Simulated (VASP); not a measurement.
# W (Immm) in VASP: further runs

The runs below take W through single point, with PBEsol.

All numbers are computed with VASP 6.6.1; they aren't measurements. Logs are shortened: lines on timing, memory, paths and dates and some standing lists are left out, and cuts for length are marked.

### 1 The cell of the first run

Symmetry: Immm, No. 71, orthorhombic system. The conventional cell has a = 2.795 Å, b = 2.946 Å, c = 4.060 Å, α = 90.00°, β = 90.00°, γ = 90.00°. W (site symmetry mmm) has 12 W at 2.80 to 2.95 Å within 3.7 Å.

### 2 Single point, PBEsol (strain +0.0525 x Voigt [0, 0, 0, 1, 0, 0])

INCAR

```
SYSTEM = W
ALGO = Fast ; EDIFF = 1E-7
ENCUT = 520 ; GGA = PS
ISIF = 2 ; ISMEAR = 0
LASPH = .TRUE. ; LCHARG = .TRUE.
LELF = .TRUE. ; LREAL = .FALSE.
LVHAR = .TRUE. ; LWAVE = .FALSE.
NBANDS = 13 ; NELM = 80
PREC = Accurate ; SIGMA = 0.15
```

KPOINTS

```
k-points
0
G
  20 20 20
  0 0 0
```

POSCAR

```
W
1.0
    0.0000000000      2.0832875000      2.0832875000
    2.0300000000      0.0532875000      2.0300000000
    2.0300000000      2.0300000000      0.0532875000
W
1
Direct
    0.0000000000      0.0000000000      0.0000000000
```

Potentials or basis: VASP PAW PBE potentials, release 64 (W_sv).

Launch:

```
$ cat potpaw_PBE.64/W_sv/POTCAR > POTCAR
$ mpirun -np 1 vasp_std > vasp.out
```

OUTCAR:

```text
SYSTEM = W
   EDIFF = 1E-7
   ENCUT = 520
   GGA = PS
   ISIF = 2
   ISMEAR = 0
   LASPH = .TRUE.
   LREAL = .FALSE.
   NELM = 80
   PREC = Accurate

 ion  position               nearest neighbor table
   1  0.000  0.000  0.000-

  LATTYP: Found a body centered orthorhombic cell.
 ALAT       =     2.7954936264
 B/A-ratio  =     1.0539152760
 C/A-ratio  =     1.4523374196

  Lattice vectors:

 A1 = (  -2.0300000000,   2.0300000000,   0.0532875000)
 A2 = (  -2.0300000000,  -2.0300000000,  -0.0532875000)
 A3 = (   2.0300000000,   0.0532875000,   2.0300000000)

Analysis of symmetry for initial positions (statically):
=====================================================================
 Subroutine PRICEL returns:
 Original cell was already a primitive cell.

 Routine SETGRP: Setting up the symmetry group for a
 body centered orthorhombic supercell.

 Subroutine GETGRP returns: Found  8 space group operations
 (whereof  8 operations were pure point group operations)
 out of a pool of  8 trial point group operations.

The static configuration has the point symmetry D_2h.

Analysis of symmetry for dynamics (positions and initial velocities):
=====================================================================
 Subroutine PRICEL returns:
 Original cell was already a primitive cell.

 Routine SETGRP: Setting up the symmetry group for a
 body centered orthorhombic supercell.

 Subroutine GETGRP returns: Found  8 space group operations
 (whereof  8 operations were pure point group operations)
 out of a pool of  8 trial point group operations.

The dynamic configuration has the point symmetry D_2h.

 Subroutine INISYM returns: Found  8 space group operations
 (whereof  8 operations are pure point group operations),
 and found     1 'primitive' translations

----------------------------------------------------------------------------------------

                                     Primitive cell

  volume of cell :      16.7193

  direct lattice vectors                    reciprocal lattice vectors
     0.000000000  2.083287500  2.083287500    -0.246305419  0.240005280  0.240005280
     2.030000000  0.053287500  2.030000000     0.246305419 -0.252945231  0.252945231
     2.030000000  2.030000000  0.053287500     0.246305419  0.252945231 -0.252945231

  length of vectors
     2.946213437  2.871348038  2.871348038     0.419370276  0.434314332  0.434314332

  position of ions in fractional coordinates (direct lattice)
     0.000000000  0.000000000  0.000000000

  ion indices of the primitive-cell ions
   primitive index   ion index
                 1           1

----------------------------------------------------------------------------------------

 KPOINTS: k-points

Automatic generation of k-mesh.
 Grid dimensions read from file:
 generate k-points for:   20   20   20

 Generating k-lattice:

  Cartesian coordinates                     Fractional coordinates (reciprocal lattice)
    -0.012315271  0.012000264  0.012000264     0.050000000  0.000000000  0.000000000
     0.012315271 -0.012647262  0.012647262     0.000000000  0.050000000 -0.000000000
     0.012315271  0.012647262 -0.012647262     0.000000000  0.000000000  0.050000000

  Length of vectors
     0.020968514  0.021715717  0.021715717

  Shift w.r.t. Gamma in fractional coordinates (k-lattice)
     0.000000000  0.000000000  0.000000000

 Subroutine IBZKPT returns following result:
 ===========================================

 Found   1166 irreducible k-points:

 Following reciprocal coordinates:
            Coordinates               Weight
  0.000000  0.000000  0.000000      1.000000
  0.050000  0.000000  0.000000      4.000000
  0.100000  0.000000  0.000000      4.000000
  0.150000  0.000000 -0.000000      4.000000
  0.200000  0.000000  0.000000      4.000000
  0.250000  0.000000  0.000000      4.000000
[... 16 lines left out ...]
 -0.450000  0.050000 -0.000000      8.000000
 -0.400000  0.050000 -0.000000      8.000000
 [... further k-points ...]
   k-points           NKPTS =   1166   k-points in BZ     NKDIM =   1166   number of bands    NBANDS=     13
   number of dos      NEDOS =    301   number of ions     NIONS =      1
   total plane-waves  NPLWV =  13824
   dimension x,y,z NGX =    24 NGY =   24 NGZ =   24
   dimension x,y,z NGXF=    48 NGYF=   48 NGZF=   48
   ions per type =               1
   NGX,Y,Z   is equivalent  to a cutoff of  13.54, 13.90, 13.90 a.u.
   NGXF,Y,Z  is equivalent  to a cutoff of  27.08, 27.79, 27.79 a.u.
 SYSTEM =  W
   PREC   = accura    normal or accurate (medium, high low for compatibility)
   ISTART =      0    job   : 0-new  1-cont  2-samecut
   ICHARG =      2    charge: 1-file 2-atom 10-const
   ISPIN  =      1    spin polarized calculation?
   LNONCOLLINEAR =      F non collinear calculations
   LSORBIT =      F    spin-orbit coupling
   LASPH  =      T    aspherical Exc in radial PAW
   ENCUT  =  520.0 eV  38.22 Ry    6.18 a.u.   5.48  5.34  5.34*2*pi/ulx,y,z
   NELM   =     80;   NELMIN=  2; NELMDL= -5     # of ELM steps
   EDIFF  = 0.1E-06   stopping-criterion for ELM
   LREAL  =      F    real-space projection
   EDIFFG = 0.1E-05   stopping-criterion for IOM
   NSW    =      0    number of steps for IOM
   IBRION =     -1    ionic relax: 0-MD 1-quasi-New 2-CG
   NFREE  =      0    steps in history (QN), initial steepest desc. (CG)
   ISIF   =      2    stress and relaxation
   ISYM   =      2    0-nonsym 1-usesym 2-fastsym
   POTIM  = 0.5000    time-step for ionic-motion
   TEBEG  =    0.0;   TEEND  =   0.0 temperature during run
   PSTRESS=    0.0 pullay stress
   NELECT =      14.0000    total number of electrons
   NUPDOWN=      -1.0000    fix difference up-down
   EMIN   =  10.00;   EMAX   =-10.00  energy-range for DOS
   EFERMI =   0.00;   METHOD = LEGACY
   ISMEAR =     0;   SIGMA  =   0.15  broadening in eV -4-tet -1-fermi 0-gaus
   EFERMI_NEDOS =   21; number of points for ismear=-14 and -15
   IALGO  =     68    algorithm
   IMIX   =      4    mixing-type and parameters
     AMIX     =   0.40;   BMIX     =  1.00
     AMIX_MAG =   1.60;   BMIX_MAG =  1.00
  volume/ion in A,a.u.               =      16.72       112.83
  Fermi-wavevector in a.u.,A,eV,Ry     =   1.543043  2.915928 32.395207  2.380981
  Thomas-Fermi vector in A             =   2.648762
   LORBIT       =      0    0 simple, 1 ext, 2 COOP (PROOUT), +10 PAW based schemes
   GGA     = PS    functional components
   LHFCALC =     F    Hartree Fock is set to
   AEXX    =    0.0000 exact exchange contribution
   IVDW    =     0    specifies the selected vdW correction
   LEPSILON=     F    determine dielectric tensor
   LRPA    =     F    only Hartree local field effects (RPA)
 non-spin polarized calculation
 RMM-DIIS sequential band-by-band and
 Gauss-broadening in eV      SIGMA  =   0.15
  energy-cutoff  :      520.00
  volume of cell :       16.72
 maximum number of plane-waves:       468
 NGX is ok and might be reduce to    24
   NGX = 11   NGY = 11   NGZ = 11

 number of electron      13.9999999 magnetization

 Free energy of the ion-electron system (eV)
  ---------------------------------------------------
  ext. energy  EPLUGINS =         0.00000000
  ---------------------------------------------------
  free energy    TOTEN  =       -13.30403203 eV

  energy without entropy =      -13.29159778  energy(sigma->0) =      -13.29781491

 E-fermi :  10.1161     XC(G=0): -13.4518

 val. band max:       10.1155530503   @ k =   0.1000   0.4000   0.0500
 cond. band min:      10.1166089878   @ k =  -0.4000   0.1000   0.1000
 fundamental gap:      0.0010559375
 Fermi energy:        10.1161035533

 k-point     1 :       0.0000    0.0000    0.0000
  band No.  band energies     occupation
      1     -63.6137      2.00000
      2     -27.3225      2.00000
      3     -27.2672      2.00000
      4     -27.1846      2.00000
      5       1.1609      2.00000
      6       9.0711      2.00000
      7       9.4510      2.00000
      8      10.0017      1.71907
      9      12.5918      0.00000
     10      12.5926      0.00000
     11      22.8566      0.00000
     12      27.3160      0.00000
     13      27.9879      0.00000

 k-point     2 :       0.0500    0.0000    0.0000
  band No.  band energies     occupation
      1     -63.6115      2.00000
      2     -27.3419      2.00000
      3     -27.2772      2.00000
      4     -27.1881      2.00000
      5       1.2647      2.00000
      6       9.0414      2.00000
      7       9.4473      2.00000
      8      10.0492      1.47205
      9      12.5522      0.00000
     10      12.5605      0.00000
     11      23.0598      0.00000
     12      27.0163      0.00000
     13      28.0480      0.00000

 k-point     3 :       0.1000    0.0000    0.0000
  band No.  band energies     occupation
      1     -63.6053      2.00000
      2     -27.4109      2.00000
      3     -27.2927      2.00000
      4     -27.1984      2.00000
      5       1.5674      2.00000
      6       8.9099      2.00000
      7       9.4882      2.00000
      8      10.1748      0.58005
      9      12.4596      0.00000
     10      12.4890      0.00000
     11      23.6295      0.00000
     12      26.1463      0.00000
     13      28.5622      0.00000
[... 305 lines left out ...]
 k-point    23 :      -0.4500    0.0500   -0.0000
  band No.  band energies     occupation
      1     -63.5250      2.00000
      2     -28.3079      2.00000
      3     -27.3991      2.00000
      4     -27.3460      2.00000
      5       4.6020      2.00000
      6       9.0778      2.00000
      7       9.6582      1.99998
      8      10.2093      0.37964
      9      14.4626      0.00000
     10      15.3186      0.00000
     11      19.8114      0.00000
     12      23.0239      0.00000
     13      28.4743      0.00000

 k-point    24 :      -0.4000    0.0500   -0.0000
  band No.  band energies     occupation
      1     -63.5298      2.00000
      2     -28.2564      2.00000
      3     -27.3922      2.00000
      4     -27.3385      2.00000
      5       4.5499      2.00000
      6       9.1618      2.00000
      7       9.5840      2.00000
      8       9.8675      1.98092
      9      14.0581      0.00000
     10      15.0834      0.00000
     11      20.4402      0.00000
     12      23.4826      0.00000
     13      29.0464      0.00000

 [... further k-points ...]
[... 5 lines left out ...]
  --------------------------------------------------------------------------------------
  -------------------------------------------------------------------------------------
  Total       -1.1040581     -1.2588058     -1.2588058      0.0000000      0.4609446      0.0000000
  in kB     -105.7995391   -120.6286746   -120.6286746      0.0000000     44.1713418      0.0000000
  external PRESSURE =    -115.6856294 kB  Pullay stress =       0.0000000 kB

 VOLUME and BASIS-vectors are now :
 -----------------------------------------------------------------------------
  energy-cutoff  :      520.00
  volume of cell :       16.72
      direct lattice vectors                 reciprocal lattice vectors
     0.000000000  2.083287500  2.083287500    -0.246305419  0.240005280  0.240005280
     2.030000000  0.053287500  2.030000000     0.246305419 -0.252945231  0.252945231
     2.030000000  2.030000000  0.053287500     0.246305419  0.252945231 -0.252945231

 POSITION                                       TOTAL-FORCE (eV/Angst)
 -----------------------------------------------------------------------------------
      0.00000      0.00000      0.00000         0.000000      0.000000      0.000000
 -----------------------------------------------------------------------------------
    total drift:                               -0.000000     -0.000000     -0.000000

  FREE ENERGIE OF THE ION-ELECTRON SYSTEM (eV)
  ---------------------------------------------------
  free  energy   TOTEN  =       -13.3040320316 eV

  energy  without entropy=      -13.2915977804  energy(sigma->0) =      -13.29781491
```

It took 4.1 min on 1 thread of AMD EPYC 7R13 (Zen 3), shared host; peak memory 0.31 GiB.

What came out:

```
Free energy            : -13.3040 eV
Pressure               : -11.6 GPa
Band gap on the k mesh : zero (band 7 reaches 13.05 eV, above the bottom of band 8 at 9.44 eV)
```

Stress tensor (GPa, compression positive):
```
-10.58   0.00   0.00
  0.00 -12.06   4.42
  0.00   4.42 -12.06
```

Levels at points of the mesh, in eV from the Fermi level:
| k point | band 5 | band 6 | band 7 | band 8 | band 9 | band 10 |
| --- | --- | --- | --- | --- | --- | --- |
| (0.00, 0.00, 0.00) | -8.96 | -1.05 | -0.67 | -0.11 | 2.48 | 2.48 |
| (0.50, 0.00, 0.00) | -5.61 | -1.08 | -0.34 | 0.29 | 4.45 | 5.03 |
| (0.00, 0.50, 0.00) | -5.51 | -1.25 | -0.56 | 0.82 | 4.69 | 5.19 |
| (0.50, 0.50, 0.00) | -5.42 | -4.46 | 2.93 | 4.67 | 5.55 | 5.69 |
| (0.00, 0.50, 0.50) | -5.42 | -4.47 | 2.91 | 4.84 | 5.58 | 5.59 |

Caveat: the cell differs from its parent crystal (strain +0.0525 x Voigt [0, 0, 0, 1, 0, 0]); the PAW data sets were made with another functional, which shifts forces and pressure a little; spin-orbit coupling is left out, which moves the levels of the heavy elements.

(Continued in part 2 of 2.)
